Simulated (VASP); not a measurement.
Write the native input for VASP 6.6.1 that does the following.

```yaml
Task: density of states
Functional: LDA
Potentials_or_basis: VASP PAW LDA potentials, release 64 (Nb_sv, Ru_pv)
Cutoff: 400 eV
k_mesh: 9 × 9 × 9
Occupations: fermi-dirac, width 0.05 eV
Spin: no spin polarisation
Dipole_correction: no
k_mesh_for_the_DOS: 14 × 14 × 14
Occupations_for_the_DOS: tetrahedron
Further_INCAR_settings: ALGO = Normal; EDIFF = 1e-06
```

NbRu3:

```
Nb Ru
1.0
     3.88000    0.00000    0.00000
     0.00000    3.88000    0.00000
     0.00000    0.00000    3.88000
Nb Ru
1 3
Direct
  0.00000 0.00000 0.00000
  0.00000 0.50000 0.50000
  0.50000 0.00000 0.50000
  0.50000 0.50000 0.00000
```

The input as run:

POSCAR

```
NbRu3
1.0
    3.8800000000      0.0000000000      0.0000000000
    0.0000000000      3.8800000000      0.0000000000
    0.0000000000      0.0000000000      3.8800000000
Nb Ru
1 3
Direct
    0.0000000000      0.0000000000      0.0000000000
    0.0000000000      0.5000000000      0.5000000000
    0.5000000000      0.0000000000      0.5000000000
    0.5000000000      0.5000000000      0.0000000000
```

INCAR.step1

```
SYSTEM = NbRu3
PREC = Accurate
ENCUT = 400
EDIFF = 1E-6
ISMEAR = -1
SIGMA = 0.05
LREAL = .False.
LASPH = .True.
NELM = 120
ALGO = Normal
ISIF = 2
LWAVE = .False.
LCHARG = .True.
LMAXMIX = 4
NBANDS = 36
GGA_COMPAT = .False.
NEDOS = 2001
LORBIT = 11
```

KPOINTS.step1

```
regular mesh
0
Gamma
  9 9 9
  0 0 0
```

INCAR.step2

```
SYSTEM = NbRu3
PREC = Accurate
ENCUT = 400
EDIFF = 1E-6
ISMEAR = -5
SIGMA = 0.05
LREAL = .False.
LASPH = .True.
NELM = 120
ALGO = Normal
ISIF = 2
LWAVE = .False.
LCHARG = .False.
LMAXMIX = 4
LORBIT = 11
NEDOS = 1001
ICHARG = 11
GGA_COMPAT = .False.
```

KPOINTS.step2

```
regular mesh
0
Gamma
  14 14 14
  0 0 0
```

Potentials or basis: VASP PAW LDA potentials, release 64 (Nb_sv, Ru_pv).

Run with:

```sh
$ cat potpaw_LDA.64/Nb_sv/POTCAR potpaw_LDA.64/Ru_pv/POTCAR > POTCAR
$ cp INCAR.step1 INCAR
$ cp KPOINTS.step1 KPOINTS
$ mpirun -np 1 vasp_std > vasp.out
$ cp INCAR.step2 INCAR
$ cp KPOINTS.step2 KPOINTS
$ mpirun -np 1 vasp_std > vasp.out
```

It gave:

| Property | Result |
| --- | --- |
| Valence electrons inside the program's atomic spheres | Nb 10.69; Ru 12.69 |

Run time: 4.6 min on 1 thread of AMD EPYC 7R13, with other jobs on the host, peak memory 0.21 GiB.
